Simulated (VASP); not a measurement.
# Ru (P6_3/mmc) in VASP: a series of runs

Ru is run at these levels: PBE; tasks: single point.

All numbers are computed with VASP 6.6.1; they aren't measurements. Logs are shortened: lines on timing, memory, paths and dates and some standing lists are left out, and cuts for length are marked.

### Step 1. The cell of the first run

Symmetry: P6_3/mmc, No. 194, hexagonal system. The conventional cell has a = 2.724 Å, b = 2.724 Å, c = 4.289 Å, α = 90.00°, β = 90.00°, γ = 120.00°. Ru (site symmetry -6m2) has 12 Ru at 2.66 to 2.72 Å within 3.5 Å.

### Step 2. Single point, PBE

File INCAR:

```
SYSTEM = Ru
PREC = Accurate ; ENCUT = 520
EDIFF = 1E-7 ; ISMEAR = -1
SIGMA = 0.01 ; LREAL = .FALSE.
LASPH = .TRUE. ; NELM = 80
ALGO = Normal ; ISIF = 2
LWAVE = .FALSE. ; LCHARG = .FALSE.
GGA = PE ; NBANDS = 21
```

File KPOINTS:

```
regular mesh
0
G
  13 13 7
  0 0 0
```

File POSCAR:

```
Ru
1.0
    2.7235595794      0.0000000000      0.0000000000
   -1.3617797897      2.3586717845      0.0000000000
    0.0000000000      0.0000000000      4.2890849607
Ru
2
Direct
    0.3333333333      0.6666666667      0.2500000000
    0.6666666667      0.3333333333      0.7500000000
```

Potentials or basis: VASP PAW PBE potentials, release 64 (Ru_pv).

Launch:

```bash
> cat potpaw_PBE.64/Ru_pv/POTCAR > POTCAR
> mpirun -np 1 vasp_std > vasp.out
```

OUTCAR:

```text
SYSTEM = Ru
   PREC = Accurate
   ENCUT = 520
   EDIFF = 1E-7
   ISMEAR = -1
   LREAL = .FALSE.
   LASPH = .TRUE.
   NELM = 80
   ISIF = 2
   GGA = PE

 ion  position               nearest neighbor table
   1  0.333  0.667  0.250-   2 2.66   2 2.66   2 2.66   2 2.66   2 2.66   2 2.66
   2  0.667  0.333  0.750-   1 2.66   1 2.66   1 2.66   1 2.66   1 2.66   1 2.66

  LATTYP: Found a hexagonal cell.
 ALAT       =     2.7235595794
 C/A-ratio  =     1.5748085679

  Lattice vectors:

 A1 = (   2.7235595794,   0.0000000000,   0.0000000000)
 A2 = (  -1.3617797897,   2.3586717845,   0.0000000000)
 A3 = (   0.0000000000,   0.0000000000,   4.2890849607)

Analysis of symmetry for initial positions (statically):
=====================================================================
 Subroutine PRICEL returns:
 Original cell was already a primitive cell.

 Routine SETGRP: Setting up the symmetry group for a
 hexagonal supercell.

 Subroutine GETGRP returns: Found 24 space group operations
 (whereof 12 operations were pure point group operations)
 out of a pool of 24 trial point group operations.

The static configuration has the point symmetry D_3d.
 The point group associated with its full space group is D_6h.

Analysis of symmetry for dynamics (positions and initial velocities):
=====================================================================
 Subroutine PRICEL returns:
 Original cell was already a primitive cell.

 Routine SETGRP: Setting up the symmetry group for a
 hexagonal supercell.

 Subroutine GETGRP returns: Found 24 space group operations
 (whereof 12 operations were pure point group operations)
 out of a pool of 24 trial point group operations.

The dynamic configuration has the point symmetry D_3d.
 The point group associated with its full space group is D_6h.

 Subroutine INISYM returns: Found 24 space group operations
 (whereof 12 operations are pure point group operations),
 and found     1 'primitive' translations

----------------------------------------------------------------------------------------

                                     Primitive cell

  volume of cell :      27.5530

  direct lattice vectors                    reciprocal lattice vectors
     2.723559579  0.000000000  0.000000000     0.367166559  0.211983712  0.000000000
    -1.361779790  2.358671784  0.000000000     0.000000000  0.423967424  0.000000000
     0.000000000  0.000000000  4.289084961     0.000000000  0.000000000  0.233149963

  length of vectors
     2.723559579  2.723559579  4.289084961     0.423967424  0.423967424  0.233149963

  position of ions in fractional coordinates (direct lattice)
     0.333333333  0.666666667  0.250000000
     0.666666667  0.333333333  0.750000000

  ion indices of the primitive-cell ions
   primitive index   ion index
                 1           1
                 2           2

----------------------------------------------------------------------------------------

 KPOINTS: regular mesh

Automatic generation of k-mesh.
 Grid dimensions read from file:
 generate k-points for:   13   13    7

 Generating k-lattice:

  Cartesian coordinates                     Fractional coordinates (reciprocal lattice)
     0.028243581  0.016306439  0.000000000     0.076923077 -0.000000000  0.000000000
     0.000000000  0.032612879  0.000000000     0.000000000  0.076923077  0.000000000
     0.000000000  0.000000000  0.033307138     0.000000000  0.000000000  0.142857143

  Length of vectors
     0.032612879  0.032612879  0.033307138

  Shift w.r.t. Gamma in fractional coordinates (k-lattice)
     0.000000000  0.000000000  0.000000000

 Subroutine IBZKPT returns following result:
 ===========================================

 Found     84 irreducible k-points:

 Following reciprocal coordinates:
            Coordinates               Weight
  0.000000  0.000000  0.000000      1.000000
  0.076923  0.000000  0.000000      6.000000
  0.153846  0.000000  0.000000      6.000000
  0.230769  0.000000  0.000000      6.000000
  0.307692  0.000000  0.000000      6.000000
  0.384615  0.000000  0.000000      6.000000
[... 16 lines left out ...]
  0.076923  0.000000  0.142857     12.000000
  0.153846  0.000000  0.142857     12.000000
 [... further k-points ...]
   k-points           NKPTS =     84   k-points in BZ     NKDIM =     84   number of bands    NBANDS=     21
   number of dos      NEDOS =    301   number of ions     NIONS =      2
   total plane-waves  NPLWV =  12800
   dimension x,y,z NGX =    20 NGY =   20 NGZ =   32
   dimension x,y,z NGXF=    40 NGYF=   40 NGZF=   64
   ions per type =               2
   NGX,Y,Z   is equivalent  to a cutoff of  12.21, 12.21, 12.40 a.u.
   NGXF,Y,Z  is equivalent  to a cutoff of  24.42, 24.42, 24.81 a.u.
 SYSTEM =  Ru
   PREC   = accura    normal or accurate (medium, high low for compatibility)
   ISTART =      0    job   : 0-new  1-cont  2-samecut
   ICHARG =      2    charge: 1-file 2-atom 10-const
   ISPIN  =      1    spin polarized calculation?
   LNONCOLLINEAR =      F non collinear calculations
   LSORBIT =      F    spin-orbit coupling
   LASPH  =      T    aspherical Exc in radial PAW
   ENCUT  =  520.0 eV  38.22 Ry    6.18 a.u.   5.06  5.06  7.97*2*pi/ulx,y,z
   NELM   =     80;   NELMIN=  2; NELMDL= -5     # of ELM steps
   EDIFF  = 0.1E-06   stopping-criterion for ELM
   LREAL  =      F    real-space projection
   EDIFFG = 0.1E-05   stopping-criterion for IOM
   NSW    =      0    number of steps for IOM
   IBRION =     -1    ionic relax: 0-MD 1-quasi-New 2-CG
   NFREE  =      0    steps in history (QN), initial steepest desc. (CG)
   ISIF   =      2    stress and relaxation
   ISYM   =      2    0-nonsym 1-usesym 2-fastsym
   POTIM  = 0.5000    time-step for ionic-motion
   TEBEG  =    0.0;   TEEND  =   0.0 temperature during run
   PSTRESS=    0.0 pullay stress
   NELECT =      28.0000    total number of electrons
   NUPDOWN=      -1.0000    fix difference up-down
   EMIN   =  10.00;   EMAX   =-10.00  energy-range for DOS
   EFERMI =   0.00;   METHOD = LEGACY
   ISMEAR =    -1;   SIGMA  =   0.01  broadening in eV -4-tet -1-fermi 0-gaus
   EFERMI_NEDOS =   21; number of points for ismear=-14 and -15
   IALGO  =     38    algorithm
   IMIX   =      4    mixing-type and parameters
     AMIX     =   0.40;   BMIX     =  1.00
     AMIX_MAG =   1.60;   BMIX_MAG =  1.00
  volume/ion in A,a.u.               =      13.78        92.97
  Fermi-wavevector in a.u.,A,eV,Ry     =   1.645904  3.110308 36.858181  2.709000
  Thomas-Fermi vector in A             =   2.735622
   LORBIT       =      0    0 simple, 1 ext, 2 COOP (PROOUT), +10 PAW based schemes
   GGA     = PE    functional components
   LHFCALC =     F    Hartree Fock is set to
   AEXX    =    0.0000 exact exchange contribution
   IVDW    =     0    specifies the selected vdW correction
   LEPSILON=     F    determine dielectric tensor
   LRPA    =     F    only Hartree local field effects (RPA)
 non-spin polarized calculation
  energy-cutoff  :      520.00
  volume of cell :       27.55
 maximum number of plane-waves:       756
   NGX = 11   NGY = 11   NGZ = 15

 number of electron      28.0000012 magnetization

 Free energy of the ion-electron system (eV)
  ---------------------------------------------------
  ext. energy  EPLUGINS =         0.00000000
  ---------------------------------------------------
  free energy    TOTEN  =       -18.46183354 eV

  energy without entropy =      -18.46148463  energy(sigma->0) =      -18.46165908

 E-fermi :  12.6190     XC(G=0): -14.0306

 val. band max:       12.6095050993   @ k =   0.3846   0.0000   0.4286
 cond. band min:      12.6740257745   @ k =   0.2308   0.0769   0.2857
 fundamental gap:      0.0645206752
 Fermi energy:        12.6189764849

 k-point     1 :       0.0000    0.0000    0.0000
  band No.  band energies     occupation
      1     -31.0276      2.00000
      2     -30.1491      2.00000
      3     -30.1491      2.00000
      4     -29.9825      2.00000
      5     -29.9825      2.00000
      6     -29.9274      2.00000
[... 13 lines left out ...]
     20      22.9959      0.00000
     21      23.0106      0.00000

 k-point     2 :       0.0769    0.0000    0.0000
  band No.  band energies     occupation
      1     -31.0084      2.00000
      2     -30.1890      2.00000
      3     -30.1627      2.00000
      4     -30.0243      2.00000
      5     -29.9879      2.00000
      6     -29.9366      2.00000
[... 13 lines left out ...]
     20      22.9959      0.00000
     21      23.0087      0.00000

 k-point     3 :       0.1538    0.0000    0.0000
  band No.  band energies     occupation
      1     -30.9529      2.00000
      2     -30.2999      2.00000
      3     -30.1995      2.00000
      4     -30.1382      2.00000
      5     -30.0038      2.00000
      6     -29.9641      2.00000
[... 13 lines left out ...]
     20      22.9959      0.00000
     21      23.0048      0.00000

 k-point     4 :       0.2308    0.0000    0.0000
  band No.  band energies     occupation
      1     -30.8677      2.00000
      2     -30.4563      2.00000
      3     -30.2941      2.00000
      4     -30.2494      2.00000
      5     -30.0278      2.00000
      6     -30.0099      2.00000
[... 13 lines left out ...]
     20      22.9958      0.00000
     21      23.0015      0.00000

 k-point     5 :       0.3077    0.0000    0.0000
  band No.  band energies     occupation
      1     -30.7636      2.00000
      2     -30.6225      2.00000
      3     -30.4539      2.00000
      4     -30.3005      2.00000
      5     -30.0720      2.00000
      6     -30.0547      2.00000
[... 13 lines left out ...]
     20      22.9956      0.00000
     21      22.9983      0.00000
[... 382 lines left out ...]
     20      22.9960      0.00000
     21      22.9961      0.00000

 k-point    22 :       0.0000    0.0000    0.1429
  band No.  band energies     occupation
      1     -30.9758      2.00000
      2     -30.1409      2.00000
      3     -30.1409      2.00000
      4     -29.9908      2.00000
      5     -29.9908      2.00000
      6     -29.9848      2.00000
[... 13 lines left out ...]
     20      22.9959      0.00000
     21      23.7554      0.00000

 k-point    23 :       0.0769    0.0000    0.1429
  band No.  band energies     occupation
      1     -30.9592      2.00000
      2     -30.1795      2.00000
      3     -30.1542      2.00000
      4     -30.0527      2.00000
      5     -29.9966      2.00000
      6     -29.9720      2.00000
[... 13 lines left out ...]
     20      22.9959      0.00000
     21      23.7503      0.00000

 k-point    24 :       0.1538    0.0000    0.1429
  band No.  band energies     occupation
      1     -30.9125      2.00000
      2     -30.2860      2.00000
      3     -30.1899      2.00000
      4     -30.1734      2.00000
      5     -30.0136      2.00000
      6     -29.9870      2.00000
[... 13 lines left out ...]
     20      22.9958      0.00000
     21      23.7461      0.00000

 [... further k-points ...]
[... 5 lines left out ...]
  --------------------------------------------------------------------------------------
  -------------------------------------------------------------------------------------
  Total       -0.0919122     -0.0919122      0.0035064      0.0000000      0.0000000     -0.0000000
  in kB       -5.3445966     -5.3445966      0.2038933      0.0000000      0.0000000     -0.0000000
  external PRESSURE =      -3.4951000 kB  Pullay stress =       0.0000000 kB

 VOLUME and BASIS-vectors are now :
 -----------------------------------------------------------------------------
  energy-cutoff  :      520.00
  volume of cell :       27.55
      direct lattice vectors                 reciprocal lattice vectors
     2.723559579  0.000000000  0.000000000     0.367166559  0.211983712  0.000000000
    -1.361779790  2.358671784  0.000000000     0.000000000  0.423967424  0.000000000
     0.000000000  0.000000000  4.289084961     0.000000000  0.000000000  0.233149963

 POSITION                                       TOTAL-FORCE (eV/Angst)
 -----------------------------------------------------------------------------------
     -0.00000      1.57245      1.07227         0.000000      0.000000      0.000000
      1.36178      0.78622      3.21681        -0.000000     -0.000000      0.000000
 -----------------------------------------------------------------------------------
    total drift:                               -0.000000      0.000000     -0.000000

  FREE ENERGIE OF THE ION-ELECTRON SYSTEM (eV)
  ---------------------------------------------------
  free  energy   TOTEN  =       -18.4618335398 eV

  energy  without entropy=      -18.4614846254  energy(sigma->0) =      -18.46165908
```

Run time: 58 s. Hardware: 1 thread of Intel Xeon 8259CL, shared host; peak memory 0.16 GiB.

Results:

```yaml
Free_energy: -18.4618 eV
Pressure: -0.3 GPa
Band_gap_on_the_k_mesh: zero (band 14 reaches 13.98 eV, above the bottom of band 15 at 11.05 eV)
```

### Step 3. Single point, PBE

File INCAR:

```
SYSTEM = Ru
PREC = Accurate ; ENCUT = 520
EDIFF = 1E-7 ; ISMEAR = -1
SIGMA = 0.03 ; LREAL = .False.
LASPH = .True. ; NELM = 100
ALGO = Normal ; ISIF = 2
LWAVE = .False. ; LCHARG = .False.
GGA = PE ; NBANDS = 21
```

File KPOINTS:

```
regular mesh
0
Gamma
  13 13 7
  0 0 0
```

POSCAR is that of step 2.

Potentials or basis: VASP PAW PBE potentials, release 64 (Ru_pv).

Launch:

```bash
> cat potpaw_PBE.64/Ru_pv/POTCAR > POTCAR
> mpirun -np 1 vasp_std > vasp.out
```

OUTCAR:

```text
SYSTEM = Ru
   PREC = Accurate
   ENCUT = 520
   EDIFF = 1E-7
   ISMEAR = -1
   LREAL = .False.
   LASPH = .True.
   NELM = 100
   ISIF = 2
   GGA = PE

 ion  position               nearest neighbor table
   1  0.333  0.667  0.250-   2 2.66   2 2.66   2 2.66   2 2.66   2 2.66   2 2.66
   2  0.667  0.333  0.750-   1 2.66   1 2.66   1 2.66   1 2.66   1 2.66   1 2.66

  LATTYP: Found a hexagonal cell.
 ALAT       =     2.7235595794
 C/A-ratio  =     1.5748085679

  Lattice vectors:

 A1 = (   2.7235595794,   0.0000000000,   0.0000000000)
 A2 = (  -1.3617797897,   2.3586717845,   0.0000000000)
 A3 = (   0.0000000000,   0.0000000000,   4.2890849607)

Analysis of symmetry for initial positions (statically):
=====================================================================
 Subroutine PRICEL returns:
 Original cell was already a primitive cell.

 Routine SETGRP: Setting up the symmetry group for a
 hexagonal supercell.

 Subroutine GETGRP returns: Found 24 space group operations
 (whereof 12 operations were pure point group operations)
 out of a pool of 24 trial point group operations.

The static configuration has the point symmetry D_3d.
 The point group associated with its full space group is D_6h.

Analysis of symmetry for dynamics (positions and initial velocities):
=====================================================================
 Subroutine PRICEL returns:
 Original cell was already a primitive cell.

 Routine SETGRP: Setting up the symmetry group for a
 hexagonal supercell.

 Subroutine GETGRP returns: Found 24 space group operations
 (whereof 12 operations were pure point group operations)
 out of a pool of 24 trial point group operations.

[... 105 lines left out ...]
   IBRION =     -1    ionic relax: 0-MD 1-quasi-New 2-CG
   NFREE  =      0    steps in history (QN), initial steepest desc. (CG)
   ISIF   =      2    stress and relaxation
   ISYM   =      2    0-nonsym 1-usesym 2-fastsym
   POTIM  = 0.5000    time-step for ionic-motion
   TEBEG  =    0.0;   TEEND  =   0.0 temperature during run
   PSTRESS=    0.0 pullay stress
   NELECT =      28.0000    total number of electrons
   NUPDOWN=      -1.0000    fix difference up-down
   EMIN   =  10.00;   EMAX   =-10.00  energy-range for DOS
   EFERMI =   0.00;   METHOD = LEGACY
   ISMEAR =    -1;   SIGMA  =   0.03  broadening in eV -4-tet -1-fermi 0-gaus
   EFERMI_NEDOS =   21; number of points for ismear=-14 and -15
   IALGO  =     38    algorithm
   IMIX   =      4    mixing-type and parameters
     AMIX     =   0.40;   BMIX     =  1.00
     AMIX_MAG =   1.60;   BMIX_MAG =  1.00
  volume/ion in A,a.u.               =      13.78        92.97
  Fermi-wavevector in a.u.,A,eV,Ry     =   1.645904  3.110308 36.858181  2.709000
  Thomas-Fermi vector in A             =   2.735622
   LORBIT       =      0    0 simple, 1 ext, 2 COOP (PROOUT), +10 PAW based schemes
   GGA     = PE    functional components
   LHFCALC =     F    Hartree Fock is set to
   AEXX    =    0.0000 exact exchange contribution
   IVDW    =     0    specifies the selected vdW correction
   LEPSILON=     F    determine dielectric tensor
   LRPA    =     F    only Hartree local field effects (RPA)
 non-spin polarized calculation
  energy-cutoff  :      520.00
  volume of cell :       27.55
 maximum number of plane-waves:       756
   NGX = 11   NGY = 11   NGZ = 15

 number of electron      28.0000012 magnetization

 Free energy of the ion-electron system (eV)
  ---------------------------------------------------
  ext. energy  EPLUGINS =         0.00000000
  ---------------------------------------------------
  free energy    TOTEN  =       -18.46340666 eV

  energy without entropy =      -18.45926991  energy(sigma->0) =      -18.46133828

 E-fermi :  12.6281     XC(G=0): -14.0303

 val. band max:       12.6102003269   @ k =   0.3846   0.0000   0.4286
 cond. band min:      12.6757701135   @ k =   0.2308   0.0769   0.2857
 fundamental gap:      0.0655697866
 Fermi energy:        12.6280999691

 k-point     1 :       0.0000    0.0000    0.0000
  band No.  band energies     occupation
      1     -31.0269      2.00000
      2     -30.1464      2.00000
      3     -30.1464      2.00000
      4     -29.9797      2.00000
      5     -29.9797      2.00000
      6     -29.9266      2.00000
[... 565 lines left out ...]
     20      22.9999      0.00000
     21      23.7468      0.00000

 [... further k-points ...]
[... 5 lines left out ...]
  --------------------------------------------------------------------------------------
  -------------------------------------------------------------------------------------
  Total       -0.0836931     -0.0836931     -0.0040093     -0.0000000     -0.0000000     -0.0000000
  in kB       -4.8666625     -4.8666625     -0.2331388     -0.0000000     -0.0000000     -0.0000000
  external PRESSURE =      -3.3221546 kB  Pullay stress =       0.0000000 kB

 VOLUME and BASIS-vectors are now :
 -----------------------------------------------------------------------------
  energy-cutoff  :      520.00
  volume of cell :       27.55
      direct lattice vectors                 reciprocal lattice vectors
     2.723559579  0.000000000  0.000000000     0.367166559  0.211983712  0.000000000
    -1.361779790  2.358671784  0.000000000     0.000000000  0.423967424  0.000000000
     0.000000000  0.000000000  4.289084961     0.000000000  0.000000000  0.233149963

 POSITION                                       TOTAL-FORCE (eV/Angst)
 -----------------------------------------------------------------------------------
     -0.00000      1.57245      1.07227        -0.000000      0.000000      0.000000
      1.36178      0.78622      3.21681         0.000000     -0.000000      0.000000
 -----------------------------------------------------------------------------------
    total drift:                               -0.000000      0.000000     -0.000000

  FREE ENERGIE OF THE ION-ELECTRON SYSTEM (eV)
  ---------------------------------------------------
  free  energy   TOTEN  =       -18.4634066638 eV

  energy  without entropy=      -18.4592699060  energy(sigma->0) =      -18.46133828
```

stdout:

```text
POSCAR found type information on POSCAR Ru
 POSCAR found :  1 types and       2 ions
 scaLAPACK will be used
 LDA part: xc-table for (Slater+PW92), standard interpolation
 POSCAR, INCAR and KPOINTS ok, starting setup
 FFT: planning ... GRIDC
 FFT: planning ... GRID_SOFT
 FFT: planning ... GRID
 WAVECAR not read
 entering main loop
```

Run time: 59 s. Hardware: 1 thread of Intel Xeon 8259CL, shared host; peak memory 0.16 GiB.

What came out:

| Quantity | Value |
| --- | --- |
| Free energy | -18.4634 eV |
| Pressure | -0.3 GPa |
| Band gap on the k mesh | zero (band 14 reaches 13.98 eV, above the bottom of band 15 at 11.05 eV) |

Stress tensor (GPa, compression positive):
```
-0.49  0.00  0.00
 0.00 -0.49  0.00
 0.00  0.00 -0.02
```

(Part 1 of 2 ends here.)
